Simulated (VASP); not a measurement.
# Pt (Fm-3m) in VASP: a series of runs, part 3 of 3

VASP 6.6.1. The steps go on from the part before.

**5. Single point, PBE, collinear spin**

INCAR reads:

```
  PREC = Accurate
  ENCUT = 500
  EDIFF = 1E-6
  ISMEAR = -1
  SIGMA = 0.1
  LREAL = False
  LASPH = True
  NELM = 200
  ALGO = Normal
  ISIF = 2
  LWAVE = False
  LCHARG = True
  ISPIN = 2
  MAGMOM = 0.15
  LORBIT = 11
  NUPDOWN = 0.15
  LMAXMIX = 4
  GGA = PE
  LELF = True
  LVHAR = True
  NBANDS = 15
  GGA_COMPAT = False
```

KPOINTS reads:

```
Automatic mesh
0
Gamma
  14 14 14
```

POSCAR reads:

```
Pt
1.0
    0.0000000000      1.9609000000      1.9609000000
    1.9609000000      0.0000000000      1.9609000000
    1.9609000000      1.9609000000      0.0000000000
Pt
1
Direct
    0.0000000000      0.0000000000      0.0000000000
```

Potentials or basis: VASP PAW PBE potentials, release 64 (Pt).

Started as:

```
> cat potpaw_PBE.64/Pt/POTCAR > POTCAR
> mpirun -np 1 vasp_std > vasp.out
```

OUTCAR:

```text
PREC = Accurate
   ENCUT = 500
   EDIFF = 1E-6
   ISMEAR = -1
   LREAL = False
   LASPH = True
   NELM = 200
   ISIF = 2
   ISPIN = 2
   LORBIT = 11
   NUPDOWN = 0.15
   GGA = PE

 ion  position               nearest neighbor table
   1  0.000  0.000  0.000-

  LATTYP: Found a face centered cubic cell.
 ALAT       =     3.9218000000

  Lattice vectors:

 A1 = (   0.0000000000,   1.9609000000,   1.9609000000)
 A2 = (   1.9609000000,   0.0000000000,   1.9609000000)
 A3 = (   1.9609000000,   1.9609000000,   0.0000000000)

Analysis of symmetry for initial positions (statically):
=====================================================================
 Subroutine PRICEL returns:
 Original cell was already a primitive cell.

 Routine SETGRP: Setting up the symmetry group for a
 face centered cubic supercell.

 Subroutine GETGRP returns: Found 48 space group operations
 (whereof 48 operations were pure point group operations)
 out of a pool of 48 trial point group operations.

The static configuration has the point symmetry O_h .

Analysis of symmetry for dynamics (positions and initial velocities):
=====================================================================
 Subroutine PRICEL returns:
 Original cell was already a primitive cell.

 Routine SETGRP: Setting up the symmetry group for a
 face centered cubic supercell.

 Subroutine GETGRP returns: Found 48 space group operations
 (whereof 48 operations were pure point group operations)
 out of a pool of 48 trial point group operations.

The dynamic configuration has the point symmetry O_h .

Analysis of structural, dynamic, and magnetic symmetry:
=====================================================================
 Subroutine PRICEL returns:
 Original cell was already a primitive cell.

 Routine SETGRP: Setting up the symmetry group for a
 face centered cubic supercell.

 Subroutine GETGRP returns: Found 48 space group operations
 (whereof 48 operations were pure point group operations)
 out of a pool of 48 trial point group operations.

The overall configuration has the point symmetry O_h .

 Subroutine INISYM returns: Found 48 space group operations
 (whereof 48 operations are pure point group operations),
 and found     1 'primitive' translations

----------------------------------------------------------------------------------------

                                     Primitive cell

  volume of cell :      15.0798

  direct lattice vectors                    reciprocal lattice vectors
     0.000000000  1.960900000  1.960900000    -0.254984956  0.254984956  0.254984956
     1.960900000  0.000000000  1.960900000     0.254984956 -0.254984956  0.254984956
     1.960900000  1.960900000  0.000000000     0.254984956  0.254984956 -0.254984956

  length of vectors
     2.773131374  2.773131374  2.773131374     0.441646899  0.441646899  0.441646899

  position of ions in fractional coordinates (direct lattice)
     0.000000000  0.000000000  0.000000000

  ion indices of the primitive-cell ions
   primitive index   ion index
                 1           1

----------------------------------------------------------------------------------------

 KPOINTS: Automatic mesh

Automatic generation of k-mesh.
 Grid dimensions read from file:
 generate k-points for:   14   14   14

 Generating k-lattice:
[... 64 lines left out ...]
   EDIFFG = 0.1E-04   stopping-criterion for IOM
   NSW    =      0    number of steps for IOM
   IBRION =     -1    ionic relax: 0-MD 1-quasi-New 2-CG
   NFREE  =      0    steps in history (QN), initial steepest desc. (CG)
   ISIF   =      2    stress and relaxation
   ISYM   =      2    0-nonsym 1-usesym 2-fastsym
   POTIM  = 0.5000    time-step for ionic-motion
   TEBEG  =    0.0;   TEEND  =   0.0 temperature during run
   PSTRESS=    0.0 pullay stress
   NELECT =      10.0000    total number of electrons
   NUPDOWN=       0.1500    fix difference up-down
   EMIN   =  10.00;   EMAX   =-10.00  energy-range for DOS
   EFERMI =   0.00;   METHOD = LEGACY
   ISMEAR =    -1;   SIGMA  =   0.10  broadening in eV -4-tet -1-fermi 0-gaus
   EFERMI_NEDOS =   21; number of points for ismear=-14 and -15
   IALGO  =     38    algorithm
   IMIX   =      4    mixing-type and parameters
     AMIX     =   0.40;   BMIX     =  1.00
     AMIX_MAG =   1.60;   BMIX_MAG =  1.00
  volume/ion in A,a.u.               =      15.08       101.76
  Fermi-wavevector in a.u.,A,eV,Ry     =   1.427609  2.697791 27.729605  2.038068
  Thomas-Fermi vector in A             =   2.547760
   LORBIT       =     11    0 simple, 1 ext, 2 COOP (PROOUT), +10 PAW based schemes
   GGA     = PE    functional components
   LHFCALC =     F    Hartree Fock is set to
   AEXX    =    0.0000 exact exchange contribution
   IVDW    =     0    specifies the selected vdW correction
   LEPSILON=     F    determine dielectric tensor
   LRPA    =     F    only Hartree local field effects (RPA)
 spin polarized calculation
  energy-cutoff  :      500.00
  volume of cell :       15.08
 maximum number of plane-waves:       393
   NGX = 11   NGY = 11   NGZ = 11

 number of electron      10.0000001 magnetization       0.1500000

 Free energy of the ion-electron system (eV)
  ---------------------------------------------------
  ext. energy  EPLUGINS =         0.00000000
  ---------------------------------------------------
  free energy    TOTEN  =        -6.11455086 eV

  energy without entropy =       -6.06395668  energy(sigma->0) =       -6.08925377

 E-fermi :  11.2402     XC(G=0): -13.4908

 val. band max:       11.3034997673   @ k =   0.4286   0.2857   0.0000
 cond. band min:      11.2490386279   @ k =   0.4286   0.0714   0.0000
 fundamental gap:     -0.0544611394
 Fermi energy:        11.3111461540

 spin component 1

 k-point     1 :       0.0000    0.0000    0.0000
  band No.  band energies     occupation
      1       1.0394      1.00000
      2       7.4274      1.00000
      3       7.4274      1.00000
      4       7.4274      1.00000
      5       9.5884      1.00000
      6       9.5884      1.00000
      7      25.9001      0.00000
      8      30.8672      0.00000
      9      30.8672      0.00000
     10      30.8672      0.00000
     11      36.2207      0.00000
     12      43.4020      0.00000
     13      43.4020      0.00000
     14      43.4020      0.00000
[... 403 lines left out ...]
      4       8.3539      1.00000
      5       9.4824      1.00000
      6      10.3546      0.99993
      7      25.4931      0.00000
      8      28.5895      0.00000
      9      30.1652      0.00000
     10      31.5191      0.00000
     11      35.5325      0.00000
     12      37.1160      0.00000
     13      38.5198      0.00000
     14      42.6134      0.00000
     15      44.2553      0.00000

 [... further k-points ...]

 spin component 2

 k-point     1 :       0.0000    0.0000    0.0000
  band No.  band energies     occupation
      1       1.0591      1.00000
      2       7.5337      1.00000
      3       7.5337      1.00000
      4       7.5337      1.00000
      5       9.6836      1.00000
      6       9.6836      1.00000
      7      25.9124      0.00000
      8      30.8786      0.00000
      9      30.8786      0.00000
     10      30.8786      0.00000
     11      36.2125      0.00000
     12      43.4314      0.00000
     13      43.4314      0.00000
     14      43.4314      0.00000
[... 403 lines left out ...]
      4       8.4574      1.00000
      5       9.5813      1.00000
      6      10.4571      0.99960
      7      25.5228      0.00000
      8      28.6125      0.00000
      9      30.1946      0.00000
     10      31.5436      0.00000
     11      35.5678      0.00000
     12      37.1433      0.00000
     13      38.5545      0.00000
     14      42.6537      0.00000
     15      44.4287      0.00000

 [... further k-points ...]
[... 5 lines left out ...]
  --------------------------------------------------------------------------------------
  -------------------------------------------------------------------------------------
  Total        0.9339083      0.9339083      0.9339083      0.0000000      0.0000000      0.0000000
  in kB       99.2244011     99.2244011     99.2244011      0.0000000      0.0000000      0.0000000
  external PRESSURE =      99.2244011 kB  Pullay stress =       0.0000000 kB

 VOLUME and BASIS-vectors are now :
 -----------------------------------------------------------------------------
  energy-cutoff  :      500.00
  volume of cell :       15.08
      direct lattice vectors                 reciprocal lattice vectors
     0.000000000  1.960900000  1.960900000    -0.254984956  0.254984956  0.254984956
     1.960900000  0.000000000  1.960900000     0.254984956 -0.254984956  0.254984956
     1.960900000  1.960900000  0.000000000     0.254984956  0.254984956 -0.254984956

 POSITION                                       TOTAL-FORCE (eV/Angst)
 -----------------------------------------------------------------------------------
      0.00000      0.00000      0.00000         0.000000      0.000000      0.000000
 -----------------------------------------------------------------------------------
    total drift:                                0.000000      0.000000      0.000000

  FREE ENERGIE OF THE ION-ELECTRON SYSTEM (eV)
  ---------------------------------------------------
  free  energy   TOTEN  =        -6.1145508623 eV

  energy  without entropy=       -6.0639566837  energy(sigma->0) =       -6.08925377

 total charge

# of ion       s       p       d       tot
------------------------------------------
    1        0.639   0.613   8.047   9.299

 magnetization (x)

# of ion       s       p       d       tot
------------------------------------------
    1       -0.001  -0.003   0.152   0.149
```

It took 42 s on 1 thread of Intel Xeon 8259CL, shared host; peak memory 0.15 GiB.

What came out:

```
Free energy                                           : -6.1146 eV
Pressure                                              : 9.9 GPa
Net moment                                            : 0.15 μB per cell
Site moments                                          : Pt +0.15 μB
Valence electrons inside the program's atomic spheres : Pt 9.30
```

Caveat: the cell stands under pressure; spin-orbit coupling is left out, which moves the levels of the heavy elements; the total moment is fixed, so each spin has its own Fermi level.

**6. Overview**

| spin | fixed moment (μB) | pressure (GPa) | moment (μB) |
| --- | --- | --- | --- |
| collinear, zero start | 0.0 | 9.8 | 0.00 |
| collinear | - | 9.8 | 0.00 |
| collinear | 0.05 | 9.8 | 0.05 |
| collinear | 0.15 | 9.9 | 0.15 |

Alike in all rows: task single point; level PBE; potentials or basis VASP PAW PBE potentials, release 64 (Pt); cell as given; k mesh 14 × 14 × 14; cutoff (eV) 500; smearing fermi-dirac 0.1 eV.

Caveats: the cell stands under pressure; spin-orbit coupling is left out, which moves the levels of the heavy elements; the total moment is fixed, so each spin has its own Fermi level (at least some runs).

Absolute energies hang on the potentials; compare differences alone.
